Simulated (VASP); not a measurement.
Runs of VASP 6.6.1 on Fe. The structure is that of space group Im-3m (No. 229), or close to it. The cells are those of the table. 

```tsv
task	level	cell	k mesh	cutoff (eV)	k mesh for the DOS	occupations for the DOS	gap on the mesh (eV)	pressure (GPa)	moment (μB)
single point	PBE	a = 2.376 Å, angles 109.5°, 1 atom	20 × 20 × 20	520	-	-	none	22.8	2.04
single point	PBE	a = 2.477 Å, angles 109.5°, 1 atom	20 × 20 × 20	520	-	-	none	-5.3	(a)
single point	PBE	a = 2.402 Å, angles 109.5°, 1 atom	20 × 20 × 20	520	-	-	none	13.5	(b)
single point	PBE	a = 2.350 Å, angles 109.5°, 1 atom	20 × 20 × 20	520	-	-	none	33.4	1.99
single point	PBE	a = 2.500 Å, angles 109.5°, 1 atom	20 × 20 × 20	520	-	-	none	(c)	2.29
single point	PBE	a = 2.452 Å, angles 109.5°, 1 atom	20 × 20 × 20	520	-	-	none	-0.1	2.19
single point	PBE	a = 2.499 Å, angles 109.5°, 1 atom	8 × 8 × 8	600	-	-	none	-8.0	2.36
single point	PBE	a = 2.531 Å, angles 109.5°, 1 atom	20 × 20 × 20	520	-	-	none	-13.2	2.39
density of states	PBEsol	a = 2.452 Å, angles 109.5°, 1 atom	20 × 20 × 20	520	30 × 30 × 30	tetrahedron	-	-	(d)
single point	PBE	a = 2.427 Å, angles 109.5°, 1 atom	20 × 20 × 20	520	-	-	none	5.5	2.12
```

Alike in all rows: potentials or basis VASP PAW PBE potentials, release 64 (Fe); spin collinear, ferromagnetic start; smearing gaussian 0.1 eV.

Task: Fill in the values left out.

Result: (a) 2.25; (b) 2.07; (c) -9.5; (d) 2.20.

Caveats: some runs use coarse meshes; the PAW data sets were made with another functional, which shifts forces and pressure a little (some runs); tetrahedron occupations give inexact forces and stress in metals (some runs).

A gap of «none» marks levels without a gap at the run's occupations.
